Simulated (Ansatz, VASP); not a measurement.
## Pb: VASP beside Ansatz

```
CELL_PARAMETERS angstrom
6.27584 0.00000 0.00000
0.00000 6.27584 0.00000
0.00000 0.00000 6.27584
ATOMIC_POSITIONS crystal
Pb 0.00000 0.00000 0.00000
Pb 0.50000 0.50000 0.50000
Pb 0.25000 0.00000 0.50000
Pb 0.75000 0.00000 0.50000
Pb 0.50000 0.25000 0.00000
Pb 0.50000 0.75000 0.00000
Pb 0.00000 0.50000 0.25000
Pb 0.00000 0.50000 0.75000
```

Alike in both runs: functional PBEsol; k mesh 4 × 4 × 4; occupations fermi-dirac, width 0.1 eV; no spin polarisation.

Ansatz relaxed the structure, and its values are those at the end. VASP's run is a single point on that final structure, the one shown.

```csv
,VASP,Ansatz
version,VASP 6.6.1,Ansatz 0.2.0
potentials or method,"VASP PAW PBE potentials, release 64 (Pb_d), cutoff 520 eV","plane waves (420 eV) with PAW, scalar-relativistic"
valence electrons in the cell,112,112
```

VASP gave:

```
pressure (GPa) : -0.1
```

Question: What did Ansatz give for the same quantities?

Answer: Pressure (GPa): 0.0.

VASP's potentials were made for PBE, not for PBEsol, and Ansatz warns of the same on its side.

Neither program's run includes spin-orbit coupling.
